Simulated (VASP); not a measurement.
Runs of VASP 6.6.1 on SiNi2. The structure is that of space group P6_3/mmc (No. 194), or close to it. The cells are those of the table. 

| cell | gap on the mesh (eV) | pressure (GPa) |
| --- | --- | --- |
| a = 3.985, b = 3.985, c = 4.917 Å, angles 90.0, 90.0, 120.0°, 6 atoms | none | (b) |
| a = 3.926, b = 3.926, c = 5.064 Å, angles 90.0, 90.0, 120.0°, 6 atoms | none | -11.1 |
| a = 3.985, b = 3.985, c = 5.064 Å, angles 90.0, 90.0, 120.0°, 6 atoms | none | -16.1 |
| a = 3.985, b = 3.985, c = 4.991 Å, angles 90.0, 90.0, 120.0°, 6 atoms | none | (a) |
| a = 3.926, b = 3.926, c = 4.991 Å, angles 90.0, 90.0, 120.0°, 6 atoms | none | -8.9 |

Alike in all rows: task single point; level PBEsol; potentials or basis VASP PAW PBE potentials, release 64 (Si, Ni); no spin polarisation; k mesh 12 × 12 × 10; cutoff (eV) 520; smearing gaussian 0.15 eV.

Task: Estimate the missing entries.

Result: (a) -14.1; (b) -11.8.

Caveats: the PAW data sets were made with another functional, which shifts forces and pressure a little.

A gap of «none» marks levels without a gap at the run's occupations.
